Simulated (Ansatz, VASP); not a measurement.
C in VASP and in Ansatz

```
CELL_PARAMETERS angstrom
0.00000 1.48745 1.48745
1.48745 0.00000 1.48745
1.48745 1.48745 0.00000
ATOMIC_POSITIONS crystal
C 0.00000 0.00000 0.00000
```

Change from the starting cell: volume scaled by 0.9, LAPW.

Alike in both runs: task single point; functional PBE; k mesh 22 × 22 × 22; occupations fermi-dirac, width 0.1 eV; no spin polarisation.

|  | VASP | Ansatz |
| --- | --- | --- |
| version | VASP 6.6.1 | Ansatz 0.2.0 |
| potentials or method | VASP PAW PBE potentials, release 64 (C), cutoff 520 eV | all-electron LAPW, scalar-relativistic |

```tsv
	VASP	Ansatz	Ansatz less VASP
pressure (GPa)	19.2	19.0	-0.13
```

Ansatz ran all-electron here, and VASP with PAW potentials.
